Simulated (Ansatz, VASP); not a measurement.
## Two plane-wave programs on AgPt3

```xyz
4
Lattice="3.9000 0.0000 0.0000 0.0000 3.9000 0.0000 0.0000 0.0000 3.9000" Properties=species:S:1:pos:R:3 pbc="T T T"
Ag    0.0000    0.0000    0.0000
Pt    0.0000    1.9500    1.9500
Pt    1.9500    0.0000    1.9500
Pt    1.9500    1.9500    0.0000
```

Alike in both runs: task electric field gradients; functional LDA; k mesh 9 × 9 × 9; occupations fermi-dirac, width 0.08 eV; no spin polarisation.

|  | VASP | Ansatz |
| --- | --- | --- |
| version | VASP 6.6.1 | Ansatz 0.2.0 |
| potentials or method | VASP PAW LDA potentials, release 64 (Ag_sv_GW, Pt_sv_GW) | PAW with Ansatz's default frozen-core files, scalar-relativistic |
| plane-wave cutoff (eV) | 470 | 420 |
| valence electrons in the cell | 73 | 73 |

|  | VASP | Ansatz | Ansatz less VASP |
| --- | --- | --- | --- |
| size of Vzz on the site where it differs most (V/Å²) | 20.6 | 10.1 | -10.49 |

LDA's correlation is that of Perdew and Zunger in VASP and of Perdew and Wang (1992) in Ansatz.

Neither program's run includes spin-orbit coupling.
